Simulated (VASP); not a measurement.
# Nb in VASP: notebook

The runs below take Nb through single point, with PBE.

Program: VASP 6.6.1. These are calculated values, not measurements. Logs are shortened: lines on timing, memory, paths and dates and some standing lists are left out, and cuts for length are marked.

## Step 1: The cell of the first run

The cell holds a slab with vacuum, 6 atoms: a = 3.311 Å, b = 3.311 Å, c = 24.278 Å, α = 90.00°, β = 90.00°, γ = 90.00°.

## Step 2: Single point, PBE

Input file INCAR:

```
SYSTEM = Nb
ALGO = Normal
DIPOL = 0.5 0.5 0.500
EDIFF = 1E-7
ENCUT = 520
GGA = PE
IDIPOL = 3
ISIF = 2
ISMEAR = -1
LASPH = .TRUE.
LCHARG = .FALSE.
LDIPOL = .TRUE.
LREAL = .FALSE.
LWAVE = .FALSE.
NBANDS = 48
NELM = 60
PREC = Accurate
SIGMA = 0.05
```

Input file KPOINTS:

```
k-points
0
G
  10 10 1
  0 0 0
```

Input file POSCAR:

```
Nb
1.0
    3.3112325465      0.0000000000      0.0000000000
    0.0000000000      3.3112325465      0.0000000000
    0.0000000000      0.0000000000     24.2781000000
Nb
6
Direct
    0.2500000000      0.2500000000      0.3295154611
    0.7500000000      0.7500000000      0.3977092767
    0.2500000000      0.2500000000      0.4659030922
    0.7500000000      0.7500000000      0.5340969078
    0.2500000000      0.2500000000      0.6022907233
    0.7500000000      0.7500000000      0.6704845389
```

Potentials or basis: VASP PAW PBE potentials, release 64 (Nb_sv).

Started as:

```
cat potpaw_PBE.64/Nb_sv/POTCAR > POTCAR
mpirun -np 1 vasp_std > vasp.out
```

OUTCAR:

```text
SYSTEM = Nb
   EDIFF = 1E-7
   ENCUT = 520
   GGA = PE
   ISIF = 2
   ISMEAR = -1
   LASPH = .TRUE.
   LREAL = .FALSE.
   NELM = 60
   PREC = Accurate

 ion  position               nearest neighbor table
   1  0.250  0.250  0.330-   2 2.87   2 2.87   2 2.87   2 2.87
   2  0.750  0.750  0.398-   3 2.87   3 2.87   3 2.87   3 2.87   1 2.87   1 2.87   1 2.87   1 2.87

   3  0.250  0.250  0.466-   2 2.87   2 2.87   2 2.87   2 2.87   4 2.87   4 2.87   4 2.87   4 2.87

   4  0.750  0.750  0.534-   5 2.87   5 2.87   5 2.87   5 2.87   3 2.87   3 2.87   3 2.87   3 2.87

   5  0.250  0.250  0.602-   4 2.87   4 2.87   4 2.87   4 2.87   6 2.87   6 2.87   6 2.87   6 2.87

   6  0.750  0.750  0.670-   5 2.87   5 2.87   5 2.87   5 2.87

  LATTYP: Found a simple tetragonal cell.
 ALAT       =     3.3112325465
 C/A-ratio  =     7.3320431770

  Lattice vectors:

 A1 = (   3.3112325465,   0.0000000000,   0.0000000000)
 A2 = (   0.0000000000,   3.3112325465,   0.0000000000)
 A3 = (   0.0000000000,   0.0000000000,  24.2781000000)

Analysis of symmetry for initial positions (statically):
=====================================================================
 Subroutine PRICEL returns:
 Original cell was already a primitive cell.

 Routine SETGRP: Setting up the symmetry group for a
 simple tetragonal supercell.

 Subroutine GETGRP returns: Found 16 space group operations
 (whereof  4 operations were pure point group operations)
 out of a pool of 16 trial point group operations.

The static configuration has the point symmetry C_2h.
 The point group associated with its full space group is D_4h.

Analysis of symmetry for dynamics (positions and initial velocities):
=====================================================================
 Subroutine PRICEL returns:
 Original cell was already a primitive cell.

 Routine SETGRP: Setting up the symmetry group for a
 simple tetragonal supercell.

 Subroutine GETGRP returns: Found 16 space group operations
 (whereof  4 operations were pure point group operations)
 out of a pool of 16 trial point group operations.

The dynamic configuration has the point symmetry C_2h.
 The point group associated with its full space group is D_4h.

 Subroutine INISYM returns: Found 16 space group operations
 (whereof  4 operations are pure point group operations),
 and found     1 'primitive' translations

----------------------------------------------------------------------------------------

[... 105 lines left out ...]
   TEBEG  =    0.0;   TEEND  =   0.0 temperature during run
   PSTRESS=    0.0 pullay stress
   NELECT =      78.0000    total number of electrons
   NUPDOWN=      -1.0000    fix difference up-down
   EMIN   =  10.00;   EMAX   =-10.00  energy-range for DOS
   EFERMI =   0.00;   METHOD = LEGACY
   ISMEAR =    -1;   SIGMA  =   0.05  broadening in eV -4-tet -1-fermi 0-gaus
   EFERMI_NEDOS =   21; number of points for ismear=-14 and -15
   IALGO  =     38    algorithm
   IMIX   =      4    mixing-type and parameters
     AMIX     =   0.40;   BMIX     =  1.00
     AMIX_MAG =   1.60;   BMIX_MAG =  1.00
  volume/ion in A,a.u.               =      44.37       299.39
  Fermi-wavevector in a.u.,A,eV,Ry     =   1.087364  2.054820 16.086995  1.182361
  Thomas-Fermi vector in A             =   2.223522
   LORBIT       =      0    0 simple, 1 ext, 2 COOP (PROOUT), +10 PAW based schemes
   GGA     = PE    functional components
   LHFCALC =     F    Hartree Fock is set to
   AEXX    =    0.0000 exact exchange contribution
   IVDW    =     0    specifies the selected vdW correction
   LEPSILON=     F    determine dielectric tensor
   LRPA    =     F    only Hartree local field effects (RPA)
 non-spin polarized calculation
  energy-cutoff  :      520.00
  volume of cell :      266.19
 maximum number of plane-waves:      7208
 NGX is ok and might be reduce to    28
   NGX = 13   NGY = 13   NGZ = 91

 dipolmoment           0.000000      0.000000      0.000000 electrons x Angstroem

 number of electron      78.0000004 magnetization

 dipolmoment           0.000000      0.000000     -0.000000 electrons x Angstroem

 Free energy of the ion-electron system (eV)
  ---------------------------------------------------
  ext. energy  EPLUGINS =         0.00000000
  ---------------------------------------------------
  free energy    TOTEN  =       -57.87982080 eV

  energy without entropy =      -57.82915468  energy(sigma->0) =      -57.85448774

 E-fermi :   2.5714     XC(G=0):  -6.1134

 val. band max:        2.5222309226   @ k =   0.1000   0.0000   0.0000
 cond. band min:       2.5806979478   @ k =   0.4000   0.2000   0.0000
 fundamental gap:      0.0584670252
 Fermi energy:         2.5714400594

 k-point     1 :       0.0000    0.0000    0.0000
  band No.  band energies     occupation
      1     -52.5694      2.00000
      2     -52.5692      2.00000
      3     -51.9183      2.00000
      4     -51.8386      2.00000
      5     -51.7082      2.00000
      6     -51.5856      2.00000
[... 1060 lines left out ...]
     47       5.8513      0.00000
     48       5.8689      0.00000

------------------------ aborting loop because EDIFF is reached ----------------------------------------

 vacuum level on the upper side and lower side of the slab       (xc-potential included)        -0.149        -0.149

  FORCE on cell =-STRESS in cart. coord.  units (eV):
  Direction    XX          YY          ZZ          XY          YZ          ZX
  --------------------------------------------------------------------------------------
  -------------------------------------------------------------------------------------
  Total       -5.7084616     -5.7084616     -4.6209132     -0.0000000      0.0000000     -0.0000000
  in kB      -34.3586114    -34.3586114    -27.8127755     -0.0000000      0.0000000     -0.0000000
  external PRESSURE =     -32.1766661 kB  Pullay stress =       0.0000000 kB

 VOLUME and BASIS-vectors are now :
 -----------------------------------------------------------------------------
  energy-cutoff  :      520.00
  volume of cell :      266.19
      direct lattice vectors                 reciprocal lattice vectors
     3.311232546  0.000000000  0.000000000     0.302002347  0.000000000  0.000000000
     0.000000000  3.311232546  0.000000000     0.000000000  0.302002347  0.000000000
     0.000000000  0.000000000 24.278100000     0.000000000  0.000000000  0.041189385

 POSITION                                       TOTAL-FORCE (eV/Angst)
 -----------------------------------------------------------------------------------
      0.82781      0.82781      8.00001         0.000000      0.000000      1.231900
      2.48342      2.48342      9.65563        -0.000000      0.000000     -0.889331
      0.82781      0.82781     11.31124        -0.000000     -0.000000     -0.746854
      2.48342      2.48342     12.96686         0.000000      0.000000      0.746854
      0.82781      0.82781     14.62247         0.000000     -0.000000      0.889331
      2.48342      2.48342     16.27809        -0.000000     -0.000000     -1.231900
 -----------------------------------------------------------------------------------
    total drift:                                0.000000      0.000000     -0.000000

  FREE ENERGIE OF THE ION-ELECTRON SYSTEM (eV)
  ---------------------------------------------------
  free  energy   TOTEN  =       -57.8798208027 eV

  energy  without entropy=      -57.8291546752  energy(sigma->0) =      -57.85448774

 vacuum level on the upper side and lower side of the slab         6.181         6.181
```

stdout:

```text
POSCAR found type information on POSCAR Nb
 POSCAR found :  1 types and       6 ions
 scaLAPACK will be used
 LDA part: xc-table for (Slater+PW92), standard interpolation
 POSCAR, INCAR and KPOINTS ok, starting setup
 FFT: planning ... GRIDC
 FFT: planning ... GRID_SOFT
 FFT: planning ... GRID
 WAVECAR not read
 entering main loop
```

It took 20 min on 1 thread of Intel Xeon 8259CL, shared host; peak memory 0.49 GiB.

Results:

```yaml
Free_energy: -57.8798 eV
Largest_force: 1.232 eV/Å
Band_gap_on_the_k_mesh: zero (bands 39 and 40 overlap by 1.23 eV)
```

Forces in eV/Å, atoms in the order of the input:
```
Nb   0.000  0.000  1.232
Nb   0.000  0.000 -0.889
Nb   0.000  0.000 -0.747
Nb   0.000  0.000  0.747
Nb   0.000  0.000  0.889
Nb   0.000  0.000 -1.232
```

## Step 3: Single point, PBE

Input file INCAR:

```
  PREC = Accurate
  ENCUT = 520
  EDIFF = 1E-7
  ISMEAR = -1
  SIGMA = 0.05
  LREAL = F
  LASPH = T
  NELM = 100
  ALGO = Normal
  ISIF = 2
  LWAVE = F
  LCHARG = F
  LDIPOL = T
  IDIPOL = 3
  DIPOL = 0.5 0.5 0.500
  GGA = PE
  NBANDS = 48
```

Input file KPOINTS:

```
Automatic mesh
0
Gamma
  10 10 1
```

POSCAR is that of step 2.

Potentials or basis: VASP PAW PBE potentials, release 64 (Nb_sv).

Started as:

```
cat potpaw_PBE.64/Nb_sv/POTCAR > POTCAR
mpirun -np 1 vasp_std > vasp.out
```

Wall time 17 min (1 thread of Intel Xeon 8259CL, shared host); peak memory 0.49 GiB.

Results (log left out):

* Free energy: -57.8798 eV
* Largest force: 1.232 eV/Å
* Band gap on the k mesh: zero (bands 39 and 40 overlap by 1.23 eV)

Forces in eV/Å, atoms in the order of the input:
```
Nb   0.000  0.000  1.232
Nb   0.000  0.000 -0.889
Nb   0.000  0.000 -0.747
Nb   0.000  0.000  0.747
Nb   0.000  0.000  0.889
Nb   0.000  0.000 -1.232
```

Levels at points of the mesh, in eV from the Fermi level:
```csv
k point,band 37,band 38,band 39,band 40,band 41,band 42
"(0.00, 0.00, 0.00)",0.18,0.18,0.18,0.18,0.39,0.52
"(0.50, 0.00, 0.00)",-0.48,-0.48,0.24,0.24,0.38,0.38
"(0.50, 0.50, 0.00)",-0.64,-0.64,0.59,0.59,2.13,2.13
```

## Step 4: Single point, PBE

Input file INCAR:

```
SYSTEM = Nb
  PREC = Accurate
  ENCUT = 520
  EDIFF = 1E-6
  ISMEAR = -1
  SIGMA = 0.05
  LREAL = .False.
  LASPH = .True.
  NELM = 60
  ALGO = Normal
  ISIF = 2
  LWAVE = .False.
  LCHARG = .False.
  LDIPOL = .True.
  IDIPOL = 3
  DIPOL = 0.5 0.5 0.500
  GGA = PE
  NBANDS = 48
```

Input file KPOINTS:

```
regular mesh
0
Gamma
  10 10 1
  0 0 0
```

Input file POSCAR:

```
Nb
1.0
    3.3112325465      0.0000000000      0.0000000000
    0.0000000000      3.3112325465      0.0000000000
    0.0000000000      0.0000000000     24.2781000000
Nb
6
Direct
    0.2500000000      0.2500000000      0.3366965614
    0.7500000000      0.7500000000      0.3971940904
    0.2500000000      0.2500000000      0.4641458600
    0.7500000000      0.7500000000      0.5358541132
    0.2500000000      0.2500000000      0.6028059262
    0.7500000000      0.7500000000      0.6633034488
```

Started as:

```
cat potpaw_PBE.64/Nb_sv/POTCAR > POTCAR
mpirun -np 1 vasp_std > vasp.out
```

It took 20 min on 1 thread of Intel Xeon 8259CL, shared host; peak memory 0.49 GiB.

The run converged. Its results:

```
Free energy            : -58.1640 eV
Largest force          : 0.021 eV/Å
Band gap on the k mesh : zero (bands 39 and 40 overlap by 0.97 eV)
```

Forces in eV/Å, atoms in the order of the input:
```
Nb   0.000  0.000  0.021
Nb   0.000  0.000  0.010
Nb   0.000  0.000 -0.006
Nb   0.000  0.000  0.006
Nb   0.000  0.000 -0.010
Nb   0.000  0.000 -0.021
```

Levels at points of the mesh, in eV from the Fermi level:
```tsv
k point	band 37	band 38	band 39	band 40	band 41	band 42
(0.00, 0.00, 0.00)	0.11	0.16	0.16	0.31	0.31	0.35
(0.50, 0.00, 0.00)	-0.60	-0.60	0.33	0.33	0.34	0.34
(0.50, 0.50, 0.00)	-0.77	-0.77	0.45	0.45	2.12	2.12
```

The gap in the log of VASP goes by the Fermi energy; the results here count the filled bands.